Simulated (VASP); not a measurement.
# ZrB (Fm-3m) in VASP: single point with PBEsol

Aim: the single point of ZrB with PBEsol.

Everything below comes from runs of VASP 6.6.1. Logs are shortened: lines on timing, memory, paths and dates and some standing lists are left out, and cuts for length are marked.

## Step 1: The cell of the first run

It takes space group Fm-3m (No. 225, cubic). Conventional cell: a = 4.864 Å, b = 4.864 Å, c = 4.864 Å, α = 90.00°, β = 90.00°, γ = 90.00°. Zr (site symmetry m-3m) has 6 B at 2.43 Å within 3.2 Å. Within 3.2 Å of B (site symmetry m-3m) lie 6 Zr at 2.43 Å.

## Step 2: Single point, PBEsol

INCAR reads:

```
ALGO = Normal
EDIFF = 1E-6
ENCUT = 520
GGA = PS
ISIF = 2
ISMEAR = 0
LASPH = T
LCHARG = F
LREAL = F
LWAVE = F
NBANDS = 14
NELM = 100
PREC = Accurate
SIGMA = 0.05
```

KPOINTS reads:

```
k-points
0
Gamma
  12 12 12
```

POSCAR reads:

```
ZrB
1.0
    0.0000000000      2.4318951324      2.4318951324
    2.4318951324      0.0000000000      2.4318951324
    2.4318951324      2.4318951324      0.0000000000
Zr B
1 1
Direct
    0.5000000000      0.5000000000      0.5000000000
    0.0000000000      0.0000000000      0.0000000000
```

Potentials or basis: VASP PAW PBE potentials, release 64 (Zr_sv, B).

On the command line:

```sh
> cat potpaw_PBE.64/Zr_sv/POTCAR potpaw_PBE.64/B/POTCAR > POTCAR
> mpirun -np 1 vasp_std > vasp.out
```

OUTCAR:

```text
EDIFF = 1E-6
   ENCUT = 520
   GGA = PS
   ISIF = 2
   ISMEAR = 0
   LASPH = T
   LREAL = F
   NELM = 100
   PREC = Accurate

 ion  position               nearest neighbor table
   1  0.500  0.500  0.500-   2 2.43   2 2.43   2 2.43   2 2.43   2 2.43   2 2.43
   2  0.000  0.000  0.000-   1 2.43   1 2.43   1 2.43   1 2.43   1 2.43   1 2.43

  LATTYP: Found a face centered cubic cell.
 ALAT       =     4.8637902648

  Lattice vectors:

 A1 = (   0.0000000000,   2.4318951324,   2.4318951324)
 A2 = (   2.4318951324,   0.0000000000,   2.4318951324)
 A3 = (   2.4318951324,   2.4318951324,   0.0000000000)

Analysis of symmetry for initial positions (statically):
=====================================================================
 Subroutine PRICEL returns:
 Original cell was already a primitive cell.

 Routine SETGRP: Setting up the symmetry group for a
 face centered cubic supercell.

 Subroutine GETGRP returns: Found 48 space group operations
 (whereof 48 operations were pure point group operations)
 out of a pool of 48 trial point group operations.

The static configuration has the point symmetry O_h .

Analysis of symmetry for dynamics (positions and initial velocities):
=====================================================================
 Subroutine PRICEL returns:
 Original cell was already a primitive cell.

 Routine SETGRP: Setting up the symmetry group for a
 face centered cubic supercell.

 Subroutine GETGRP returns: Found 48 space group operations
 (whereof 48 operations were pure point group operations)
 out of a pool of 48 trial point group operations.

The dynamic configuration has the point symmetry O_h .

 Subroutine INISYM returns: Found 48 space group operations
 (whereof 48 operations are pure point group operations),
 and found     1 'primitive' translations

----------------------------------------------------------------------------------------

                                     Primitive cell

  volume of cell :      28.7650

  direct lattice vectors                    reciprocal lattice vectors
     0.000000000  2.431895132  2.431895132    -0.205600971  0.205600971  0.205600971
     2.431895132  0.000000000  2.431895132     0.205600971 -0.205600971  0.205600971
     2.431895132  2.431895132  0.000000000     0.205600971  0.205600971 -0.205600971

  length of vectors
     3.439219079  3.439219079  3.439219079     0.356111327  0.356111327  0.356111327

  position of ions in fractional coordinates (direct lattice)
     0.500000000  0.500000000  0.500000000
     0.000000000  0.000000000  0.000000000

  ion indices of the primitive-cell ions
   primitive index   ion index
                 1           1
                 2           2

----------------------------------------------------------------------------------------

 KPOINTS: k-points

Automatic generation of k-mesh.
 Grid dimensions read from file:
 generate k-points for:   12   12   12

 Generating k-lattice:

  Cartesian coordinates                     Fractional coordinates (reciprocal lattice)
    -0.017133414  0.017133414  0.017133414     0.083333333  0.000000000  0.000000000
     0.017133414 -0.017133414  0.017133414     0.000000000  0.083333333  0.000000000
     0.017133414  0.017133414 -0.017133414     0.000000000  0.000000000  0.083333333

  Length of vectors
     0.029675944  0.029675944  0.029675944

  Shift w.r.t. Gamma in fractional coordinates (k-lattice)
     0.000000000  0.000000000  0.000000000

 Subroutine IBZKPT returns following result:
 ===========================================

 Found     72 irreducible k-points:

 Following reciprocal coordinates:
            Coordinates               Weight
  0.000000  0.000000  0.000000      1.000000
  0.083333  0.000000  0.000000      8.000000
  0.166667  0.000000  0.000000      8.000000
  0.250000  0.000000  0.000000      8.000000
  0.333333  0.000000  0.000000      8.000000
  0.416667  0.000000  0.000000      8.000000
[... 16 lines left out ...]
  0.500000  0.166667  0.000000     24.000000
 -0.416667  0.166667  0.000000     24.000000
 [... further k-points ...]
   k-points           NKPTS =     72   k-points in BZ     NKDIM =     72   number of bands    NBANDS=     14
   number of dos      NEDOS =    301   number of ions     NIONS =      2
   total plane-waves  NPLWV =  21952
   dimension x,y,z NGX =    28 NGY =   28 NGZ =   28
   dimension x,y,z NGXF=    56 NGYF=   56 NGZF=   56
   ions per type =               1   1
   NGX,Y,Z   is equivalent  to a cutoff of  13.53, 13.53, 13.53 a.u.
   NGXF,Y,Z  is equivalent  to a cutoff of  27.07, 27.07, 27.07 a.u.
 SYSTEM =  unknown system
   PREC   = accura    normal or accurate (medium, high low for compatibility)
   ISTART =      0    job   : 0-new  1-cont  2-samecut
   ICHARG =      2    charge: 1-file 2-atom 10-const
   ISPIN  =      1    spin polarized calculation?
   LNONCOLLINEAR =      F non collinear calculations
   LSORBIT =      F    spin-orbit coupling
   LASPH  =      T    aspherical Exc in radial PAW
   ENCUT  =  520.0 eV  38.22 Ry    6.18 a.u.   6.39  6.39  6.39*2*pi/ulx,y,z
   NELM   =    100;   NELMIN=  2; NELMDL= -5     # of ELM steps
   EDIFF  = 0.1E-05   stopping-criterion for ELM
   LREAL  =      F    real-space projection
   EDIFFG = 0.1E-04   stopping-criterion for IOM
   NSW    =      0    number of steps for IOM
   IBRION =     -1    ionic relax: 0-MD 1-quasi-New 2-CG
   NFREE  =      0    steps in history (QN), initial steepest desc. (CG)
   ISIF   =      2    stress and relaxation
   ISYM   =      2    0-nonsym 1-usesym 2-fastsym
   POTIM  = 0.5000    time-step for ionic-motion
   TEBEG  =    0.0;   TEEND  =   0.0 temperature during run
   PSTRESS=    0.0 pullay stress
   NELECT =      15.0000    total number of electrons
   NUPDOWN=      -1.0000    fix difference up-down
   EMIN   =  10.00;   EMAX   =-10.00  energy-range for DOS
   EFERMI =   0.00;   METHOD = LEGACY
   ISMEAR =     0;   SIGMA  =   0.05  broadening in eV -4-tet -1-fermi 0-gaus
   EFERMI_NEDOS =   21; number of points for ismear=-14 and -15
   IALGO  =     38    algorithm
   IMIX   =      4    mixing-type and parameters
     AMIX     =   0.40;   BMIX     =  1.00
     AMIX_MAG =   1.60;   BMIX_MAG =  1.00
  volume/ion in A,a.u.               =      14.38        97.06
  Fermi-wavevector in a.u.,A,eV,Ry     =   1.317702  2.490095 23.624306  1.736338
  Thomas-Fermi vector in A             =   2.447724
   LORBIT       =      0    0 simple, 1 ext, 2 COOP (PROOUT), +10 PAW based schemes
   GGA     = PS    functional components
   LHFCALC =     F    Hartree Fock is set to
   AEXX    =    0.0000 exact exchange contribution
   IVDW    =     0    specifies the selected vdW correction
   LEPSILON=     F    determine dielectric tensor
   LRPA    =     F    only Hartree local field effects (RPA)
 non-spin polarized calculation
 Gauss-broadening in eV      SIGMA  =   0.05
  energy-cutoff  :      520.00
  volume of cell :       28.77
 maximum number of plane-waves:       789
 NGX is ok and might be reduce to    28
   NGX = 13   NGY = 13   NGZ = 13

 number of electron      15.0000000 magnetization

 Free energy of the ion-electron system (eV)
  ---------------------------------------------------
  ext. energy  EPLUGINS =         0.00000000
  ---------------------------------------------------
  free energy    TOTEN  =       -16.92477725 eV

  energy without entropy =      -16.92359243  energy(sigma->0) =      -16.92418484

 E-fermi :   7.5628     XC(G=0): -11.7003

 val. band max:        7.5559241332   @ k =   0.5000   0.2500   0.0000
 cond. band min:       7.6459565393   @ k =   0.3333   0.1667   0.0833
 fundamental gap:      0.0900324062
 Fermi energy:         7.5628404455

 k-point     1 :       0.0000    0.0000    0.0000
  band No.  band energies     occupation
      1     -39.6791      2.00000
      2     -17.5261      2.00000
      3     -17.5261      2.00000
      4     -17.5261      2.00000
      5      -0.4984      2.00000
      6       9.3188      0.00000
      7       9.3188      0.00000
      8       9.3188      0.00000
      9      10.7974      0.00000
     10      10.7974      0.00000
     11      11.0968      0.00000
     12      11.0968      0.00000
     13      11.0968      0.00000
     14      18.2840      0.00000

 k-point     2 :       0.0833    0.0000    0.0000
  band No.  band energies     occupation
      1     -39.6748      2.00000
      2     -17.5685      2.00000
      3     -17.5304      2.00000
      4     -17.5304      2.00000
      5      -0.3381      2.00000
      6       8.8185      0.00000
      7       9.1853      0.00000
      8       9.1853      0.00000
      9       9.9501      0.00000
     10       9.9501      0.00000
     11      11.3152      0.00000
     12      12.3967      0.00000
     13      12.3967      0.00000
     14      18.6706      0.00000

 k-point     3 :       0.1667    0.0000    0.0000
  band No.  band energies     occupation
      1     -39.6628      2.00000
      2     -17.6825      2.00000
      3     -17.5420      2.00000
      4     -17.5420      2.00000
      5       0.1215      2.00000
      6       7.8126      0.00000
      7       8.3472      0.00000
      8       8.3472      0.00000
      9      10.1192      0.00000
     10      10.1192      0.00000
     11      11.6297      0.00000
     12      13.9954      0.00000
     13      13.9954      0.00000
     14      19.4357      0.00000
[... 324 lines left out ...]
 k-point    23 :       0.5000    0.1667    0.0000
  band No.  band energies     occupation
      1     -39.6077      2.00000
      2     -18.0617      2.00000
      3     -17.6797      2.00000
      4     -17.6262      2.00000
      5       2.7511      2.00000
      6       4.5851      2.00000
      7       6.5412      2.00000
      8       6.9223      2.00000
      9      11.3110      0.00000
     10      12.6993      0.00000
     11      13.6078      0.00000
     12      16.7102      0.00000
     13      17.0178      0.00000
     14      18.8355      0.00000

 k-point    24 :      -0.4167    0.1667    0.0000
  band No.  band energies     occupation
      1     -39.6066      2.00000
      2     -18.0674      2.00000
      3     -17.7006      2.00000
      4     -17.6115      2.00000
      5       3.0254      2.00000
      6       4.3224      2.00000
      7       6.5565      2.00000
      8       6.6936      2.00000
      9      12.1462      0.00000
     10      12.2598      0.00000
     11      13.3944      0.00000
     12      16.7341      0.00000
     13      17.5255      0.00000
     14      18.2783      0.00000

 [... further k-points ...]
[... 5 lines left out ...]
  --------------------------------------------------------------------------------------
  -------------------------------------------------------------------------------------
  Total        0.0205187      0.0205187      0.0205187      0.0000000      0.0000000      0.0000000
  in kB        1.1428693      1.1428693      1.1428693      0.0000000      0.0000000      0.0000000
  external PRESSURE =       1.1428693 kB  Pullay stress =       0.0000000 kB

 VOLUME and BASIS-vectors are now :
 -----------------------------------------------------------------------------
  energy-cutoff  :      520.00
  volume of cell :       28.77
      direct lattice vectors                 reciprocal lattice vectors
     0.000000000  2.431895132  2.431895132    -0.205600971  0.205600971  0.205600971
     2.431895132  0.000000000  2.431895132     0.205600971 -0.205600971  0.205600971
     2.431895132  2.431895132  0.000000000     0.205600971  0.205600971 -0.205600971

 POSITION                                       TOTAL-FORCE (eV/Angst)
 -----------------------------------------------------------------------------------
      2.43190      2.43190      2.43190        -0.000000     -0.000000      0.000000
      0.00000      0.00000      0.00000         0.000000      0.000000     -0.000000
 -----------------------------------------------------------------------------------
    total drift:                                0.000000      0.000000      0.000000

  FREE ENERGIE OF THE ION-ELECTRON SYSTEM (eV)
  ---------------------------------------------------
  free  energy   TOTEN  =       -16.9247772513 eV

  energy  without entropy=      -16.9235924345  energy(sigma->0) =      -16.92418484
```

Wall time 15 s (1 thread of Intel Xeon 6975P-C (Granite Rapids), shared host); peak memory 0.17 GiB.

Results:

```yaml
Free_energy: -16.9248 eV
Pressure: 0.1 GPa
```

Caveat: the PAW data sets were made with another functional, which shifts forces and pressure a little.
